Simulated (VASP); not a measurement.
# Hf in VASP: settings compared

The runs below take Hf through single point, with PBEsol, LDA.

Program: VASP 6.6.1. These are calculated values, not measurements. Logs are shortened: lines on timing, memory, paths and dates and some standing lists are left out, and cuts for length are marked.

## 1. The cell of the first run

The typed cell holds 3 atoms: a = 4.962 Å, b = 4.962 Å, c = 3.086 Å, α = 90.00°, β = 90.00°, γ = 120.00°.

## 2. Single point, PBEsol (atoms moved at random)

File INCAR:

```
SYSTEM = Hf
  PREC = Accurate
  ENCUT = 520
  EDIFF = 1E-6
  ISMEAR = -1
  SIGMA = 0.05
  LREAL = .False.
  LASPH = .True.
  NELM = 60
  ALGO = Fast
  ISIF = 2
  LWAVE = .False.
  LCHARG = .True.
  GGA = PS
  LELF = .True.
  LVHAR = .True.
  NBANDS = 22
```

File KPOINTS:

```
Automatic mesh
0
Gamma
  6 6 9
  0 0 0
```

File POSCAR:

```
Hf
1.0
    4.9623295440      0.0000000000      0.0000000000
   -2.4811647720      4.2975034470      0.0000000000
    0.0000000000      0.0000000000      3.0862322500
Hf
3
Direct
    0.0076580000      0.0089810000      0.0095940000
    0.3393230000      0.6644730000      0.4890650000
    0.6661210000      0.3289140000      0.5034020000
```

Potentials or basis: VASP PAW PBE potentials, release 64 (Hf_pv).

Started as:

```
> cat potpaw_PBE.64/Hf_pv/POTCAR > POTCAR
> mpirun -np 1 vasp_std > vasp.out
```

OUTCAR:

```text
SYSTEM = Hf
   PREC = Accurate
   ENCUT = 520
   EDIFF = 1E-6
   ISMEAR = -1
   LREAL = .False.
   LASPH = .True.
   NELM = 60
   ISIF = 2
   GGA = PS

 ion  position               nearest neighbor table
   1  0.008  0.009  0.010-   2 3.18   3 3.21   3 3.23   2 3.23   3 3.23   2 3.24   3 3.24   2 3.26
                             2 3.29   3 3.30   3 3.31   2 3.32
   2  0.339  0.664  0.489-   3 2.85   3 2.86   3 2.89   1 3.18   1 3.23   1 3.24   1 3.26   1 3.29
                             1 3.32
   3  0.666  0.329  0.503-   2 2.85   2 2.86   2 2.89   1 3.21   1 3.23   1 3.23   1 3.24   1 3.30
                             1 3.31

  LATTYP: Found a hexagonal cell.
 ALAT       =     4.9623295440
 C/A-ratio  =     0.6219321435

  Lattice vectors:

 A1 = (   4.9623295440,   0.0000000000,   0.0000000000)
 A2 = (  -2.4811647720,   4.2975034470,   0.0000000000)
 A3 = (   0.0000000000,   0.0000000000,   3.0862322500)

Analysis of symmetry for initial positions (statically):
=====================================================================
 Subroutine PRICEL returns:
 Original cell was already a primitive cell.

 Routine SETGRP: Setting up the symmetry group for a
 hexagonal supercell.

 Subroutine GETGRP returns: Found  1 space group operations
 (whereof  1 operations were pure point group operations)
 out of a pool of 24 trial point group operations.

The static configuration has the point symmetry C_1 .

Analysis of symmetry for dynamics (positions and initial velocities):
=====================================================================
 Subroutine PRICEL returns:
 Original cell was already a primitive cell.

 Routine SETGRP: Setting up the symmetry group for a
 hexagonal supercell.

 Subroutine GETGRP returns: Found  1 space group operations
 (whereof  1 operations were pure point group operations)
 out of a pool of 24 trial point group operations.

The dynamic configuration has the point symmetry C_1 .

 Subroutine INISYM returns: Found  1 space group operations
 (whereof  1 operations are pure point group operations),
 and found     1 'primitive' translations

----------------------------------------------------------------------------------------

                                     Primitive cell

  volume of cell :      65.8158

  direct lattice vectors                    reciprocal lattice vectors
     4.962329544  0.000000000  0.000000000     0.201518257  0.116346620  0.000000000
    -2.481164772  4.297503447  0.000000000     0.000000000  0.232693240  0.000000000
     0.000000000  0.000000000  3.086232250     0.000000000  0.000000000  0.324019685

  length of vectors
     4.962329544  4.962329544  3.086232250     0.232693240  0.232693240  0.324019685

  position of ions in fractional coordinates (direct lattice)
     0.007658000  0.008981000  0.009594000
     0.339323000  0.664473000  0.489065000
     0.666121000  0.328914000  0.503402000

  ion indices of the primitive-cell ions
   primitive index   ion index
                 1           1
                 2           2
                 3           3

----------------------------------------------------------------------------------------

 KPOINTS: Automatic mesh

Automatic generation of k-mesh.
 Grid dimensions read from file:
 generate k-points for:    6    6    9

 Generating k-lattice:

  Cartesian coordinates                     Fractional coordinates (reciprocal lattice)
     0.033586376  0.019391103  0.000000000     0.166666667  0.000000000  0.000000000
     0.000000000  0.038782207  0.000000000     0.000000000  0.166666667  0.000000000
     0.000000000  0.000000000  0.036002187     0.000000000  0.000000000  0.111111111

  Length of vectors
     0.038782207  0.038782207  0.036002187

  Shift w.r.t. Gamma in fractional coordinates (k-lattice)
     0.000000000  0.000000000  0.000000000

 Subroutine IBZKPT returns following result:
 ===========================================

 Found    164 irreducible k-points:

 Following reciprocal coordinates:
            Coordinates               Weight
  0.000000  0.000000  0.000000      1.000000
  0.166667 -0.000000  0.000000      2.000000
  0.000000  0.166667  0.000000      2.000000
 -0.166667  0.166667  0.000000      2.000000
  0.333333  0.000000  0.000000      2.000000
  0.000000  0.333333  0.000000      2.000000
[... 16 lines left out ...]
  0.000000  0.166667  0.111111      2.000000
 -0.166667  0.166667  0.111111      2.000000
 [... further k-points ...]
   k-points           NKPTS =    164   k-points in BZ     NKDIM =    164   number of bands    NBANDS=     22
   number of dos      NEDOS =    301   number of ions     NIONS =      3
   total plane-waves  NPLWV =  38400
   dimension x,y,z NGX =    40 NGY =   40 NGZ =   24
   dimension x,y,z NGXF=    80 NGYF=   80 NGZF=   48
   ions per type =               3
   NGX,Y,Z   is equivalent  to a cutoff of  13.40, 13.40, 12.93 a.u.
   NGXF,Y,Z  is equivalent  to a cutoff of  26.80, 26.80, 25.86 a.u.
 SYSTEM =  Hf
   PREC   = accura    normal or accurate (medium, high low for compatibility)
   ISTART =      0    job   : 0-new  1-cont  2-samecut
   ICHARG =      2    charge: 1-file 2-atom 10-const
   ISPIN  =      1    spin polarized calculation?
   LNONCOLLINEAR =      F non collinear calculations
   LSORBIT =      F    spin-orbit coupling
   LASPH  =      T    aspherical Exc in radial PAW
   ENCUT  =  520.0 eV  38.22 Ry    6.18 a.u.   9.23  9.23  5.74*2*pi/ulx,y,z
   NELM   =     60;   NELMIN=  2; NELMDL= -5     # of ELM steps
   EDIFF  = 0.1E-05   stopping-criterion for ELM
   LREAL  =      F    real-space projection
   EDIFFG = 0.1E-04   stopping-criterion for IOM
   NSW    =      0    number of steps for IOM
   IBRION =     -1    ionic relax: 0-MD 1-quasi-New 2-CG
   NFREE  =      0    steps in history (QN), initial steepest desc. (CG)
   ISIF   =      2    stress and relaxation
   ISYM   =      2    0-nonsym 1-usesym 2-fastsym
   POTIM  = 0.5000    time-step for ionic-motion
   TEBEG  =    0.0;   TEEND  =   0.0 temperature during run
   PSTRESS=    0.0 pullay stress
   NELECT =      30.0000    total number of electrons
   NUPDOWN=      -1.0000    fix difference up-down
   EMIN   =  10.00;   EMAX   =-10.00  energy-range for DOS
   EFERMI =   0.00;   METHOD = LEGACY
   ISMEAR =    -1;   SIGMA  =   0.05  broadening in eV -4-tet -1-fermi 0-gaus
   EFERMI_NEDOS =   21; number of points for ismear=-14 and -15
   IALGO  =     68    algorithm
   IMIX   =      4    mixing-type and parameters
     AMIX     =   0.40;   BMIX     =  1.00
     AMIX_MAG =   1.60;   BMIX_MAG =  1.00
  volume/ion in A,a.u.               =      21.94       148.05
  Fermi-wavevector in a.u.,A,eV,Ry     =   1.259907  2.380879 21.597416  1.587365
  Thomas-Fermi vector in A             =   2.393443
   LORBIT       =      0    0 simple, 1 ext, 2 COOP (PROOUT), +10 PAW based schemes
   GGA     = PS    functional components
   LHFCALC =     F    Hartree Fock is set to
   AEXX    =    0.0000 exact exchange contribution
   IVDW    =     0    specifies the selected vdW correction
   LEPSILON=     F    determine dielectric tensor
   LRPA    =     F    only Hartree local field effects (RPA)
 non-spin polarized calculation
 RMM-DIIS sequential band-by-band and
  energy-cutoff  :      520.00
  volume of cell :       65.82
 maximum number of plane-waves:      1794
 NGX is ok and might be reduce to    40
   NGX = 19   NGY = 19   NGZ = 11

 number of electron      29.9999998 magnetization

 Free energy of the ion-electron system (eV)
  ---------------------------------------------------
  ext. energy  EPLUGINS =         0.00000000
  ---------------------------------------------------
  free energy    TOTEN  =       -31.38840670 eV

  energy without entropy =      -31.36409451  energy(sigma->0) =      -31.37625060

 E-fermi :   4.6837     XC(G=0): -11.4784

 val. band max:        4.6811874646   @ k =  -0.3333   0.5000  -0.4444
 cond. band min:       4.6857221781   @ k =   0.0000   0.1667   0.0000
 fundamental gap:      0.0045347135
 Fermi energy:         4.6837373104

 k-point     1 :       0.0000    0.0000    0.0000
  band No.  band energies     occupation
      1     -25.9621      2.00000
      2     -25.9500      2.00000
      3     -25.9072      2.00000
      4     -25.8635      2.00000
      5     -25.5276      2.00000
      6     -25.2797      2.00000
[... 14 lines left out ...]
     21       7.5612      0.00000
     22       7.7039      0.00000

 k-point     2 :       0.1667   -0.0000    0.0000
  band No.  band energies     occupation
      1     -26.0686      2.00000
      2     -26.0086      2.00000
      3     -25.8021      2.00000
      4     -25.7336      2.00000
      5     -25.5163      2.00000
      6     -25.2827      2.00000
[... 14 lines left out ...]
     21       7.1814      0.00000
     22       8.4378      0.00000

 k-point     3 :       0.0000    0.1667    0.0000
  band No.  band energies     occupation
      1     -26.0585      2.00000
      2     -26.0196      2.00000
      3     -25.7825      2.00000
      4     -25.7541      2.00000
      5     -25.5165      2.00000
      6     -25.2818      2.00000
[... 14 lines left out ...]
     21       7.1771      0.00000
     22       8.4896      0.00000
[... 476 lines left out ...]
 k-point    23 :       0.0000    0.1667    0.1111
  band No.  band energies     occupation
      1     -26.0391      2.00000
      2     -26.0052      2.00000
      3     -25.7818      2.00000
      4     -25.7523      2.00000
      5     -25.5783      2.00000
      6     -25.3563      2.00000
[... 14 lines left out ...]
     21       7.2250      0.00000
     22       8.6436      0.00000

 k-point    24 :      -0.1667    0.1667    0.1111
  band No.  band energies     occupation
      1     -26.0437      2.00000
      2     -25.9998      2.00000
      3     -25.7868      2.00000
      4     -25.7481      2.00000
      5     -25.5776      2.00000
      6     -25.3565      2.00000
[... 14 lines left out ...]
     21       7.1129      0.00000
     22       8.6192      0.00000

 [... further k-points ...]

------------------------ aborting loop because EDIFF is reached ----------------------------------------

  FORCE on cell =-STRESS in cart. coord.  units (eV):
  Direction    XX          YY          ZZ          XY          YZ          ZX
  --------------------------------------------------------------------------------------
  -------------------------------------------------------------------------------------
  Total       -1.3369465     -1.2763684     -1.0919161     -0.0391574      0.0402309     -0.0089971
  in kB      -32.5457419    -31.0710671    -26.5808842     -0.9532221      0.9793539     -0.2190205
  external PRESSURE =     -30.0658977 kB  Pullay stress =       0.0000000 kB

 VOLUME and BASIS-vectors are now :
 -----------------------------------------------------------------------------
  energy-cutoff  :      520.00
  volume of cell :       65.82
      direct lattice vectors                 reciprocal lattice vectors
     4.962329544  0.000000000  0.000000000     0.201518257  0.116346620  0.000000000
    -2.481164772  4.297503447  0.000000000     0.000000000  0.232693240  0.000000000
     0.000000000  0.000000000  3.086232250     0.000000000  0.000000000  0.324019685

 POSITION                                       TOTAL-FORCE (eV/Angst)
 -----------------------------------------------------------------------------------
      0.01572      0.03860      0.02961         0.005541     -0.139924     -0.201910
      0.03517      2.85558      1.50937        -0.085061      0.055713      0.160886
      2.48942      1.41351      1.55362         0.079520      0.084211      0.041024
 -----------------------------------------------------------------------------------
    total drift:                                0.000017      0.000154     -0.000163

  FREE ENERGIE OF THE ION-ELECTRON SYSTEM (eV)
  ---------------------------------------------------
  free  energy   TOTEN  =       -31.3884066980 eV

  energy  without entropy=      -31.3640945099  energy(sigma->0) =      -31.37625060
```

Wall time 3.7 min (1 thread of Intel Xeon Platinum 8259CL at 2.50GHz (Skylake/Cascade Lake), shared host); peak memory 0.32 GiB.

Results:

* Free energy: -31.3884 eV
* Pressure: -3.0 GPa
* Largest force: 0.246 eV/Å
* Band gap on the k mesh: zero (band 15 reaches 4.99 eV, above the bottom of band 16 at 4.17 eV)

Forces on the atoms (eV/Å):
```
Hf   0.006 -0.140 -0.202
Hf  -0.085  0.056  0.161
Hf   0.080  0.084  0.041
```

Levels at points of the mesh, in eV from the Fermi level:
| k point | band 11 | band 12 | band 13 | band 14 | band 15 | band 16 | band 17 | band 18 | band 19 | band 20 |
| --- | --- | --- | --- | --- | --- | --- | --- | --- | --- | --- |
| (0.00, 0.00, 0.00) | -2.50 | -0.70 | -0.65 | -0.58 | -0.55 | -0.51 | 1.12 | 2.14 | 2.15 | 2.77 |
| (0.50, 0.00, 0.00) | -4.50 | -3.53 | -0.44 | -0.37 | -0.30 | 0.15 | 0.84 | 1.13 | 1.60 | 3.00 |
| (0.00, 0.50, 0.00) | -4.47 | -3.54 | -0.50 | -0.46 | -0.29 | 0.25 | 0.89 | 1.13 | 1.60 | 2.99 |
| (0.50, 0.50, 0.00) | -4.48 | -3.54 | -0.54 | -0.41 | -0.31 | 0.25 | 0.90 | 1.13 | 1.60 | 3.02 |

Caveat: the cell differs from its parent crystal (atoms moved at random); the PAW data sets were made with another functional, which shifts forces and pressure a little; spin-orbit coupling is left out, which moves the levels of the heavy elements.

## 3. Single point, LDA

This run uses another cell than the first one, of 20.62 Å³/atom, 0.940 times its volume.

File INCAR:

```
PREC     = Accurate       # precision mode
ENCUT    = 520            # plane-wave cutoff, eV
EDIFF    = 1E-6           # SCF threshold, eV
ISMEAR   = -1             # smearing method
SIGMA    = 0.05           # smearing width, eV
LREAL    = False          # projectors in reciprocal space
LASPH    = True           # aspherical terms in the spheres
NELM     = 100            # most SCF steps
ALGO     = Normal         # electronic algorithm
ISIF     = 2              # what is computed and relaxed
LWAVE    = False          # write WAVECAR
LCHARG   = False          # write CHGCAR
NBANDS   = 22             # bands
```

File KPOINTS:

```
Automatic mesh
0
Gamma
  6 6 9
```

File POSCAR:

```
Hf
1.0
    4.8610290882      0.0000000000      0.0000000000
   -2.4305145441      4.2097746788      0.0000000000
    0.0000000000      0.0000000000      3.0232302404
Hf
3
Direct
    0.0000000000      0.0000000000      0.0000000000
    0.3333333333      0.6666666667      0.5000000000
    0.6666666667      0.3333333333      0.5000000000
```

Potentials or basis: VASP PAW LDA potentials, release 64 (Hf_pv).

Started as:

```
> cat potpaw_LDA.64/Hf_pv/POTCAR > POTCAR
> mpirun -np 1 vasp_std > vasp.out
```

It took 21 s on 1 thread of Intel Xeon 6975P-C (Granite Rapids), shared host; peak memory 0.17 GiB.

Results (log left out):

```
Free energy            : -32.0203 eV
Pressure               : 0.2 GPa
Band gap on the k mesh : zero (band 15 reaches 5.43 eV, above the bottom of band 16 at 4.65 eV)
```

Stress tensor (GPa, compression positive):
```
-0.26  0.00  0.00
 0.00 -0.26  0.00
 0.00  0.00  1.05
```

Levels at points of the mesh, in eV from the Fermi level:
| k point | band 13 | band 14 | band 15 | band 16 | band 17 | band 18 |
| --- | --- | --- | --- | --- | --- | --- |
| (0.00, 0.00, 0.00) | -0.58 | -0.58 | -0.53 | -0.53 | 1.08 | 2.16 |
| (0.50, 0.00, 0.00) | -0.58 | -0.56 | -0.45 | 0.11 | 0.86 | 1.51 |

Caveat: spin-orbit coupling is left out, which moves the levels of the heavy elements.
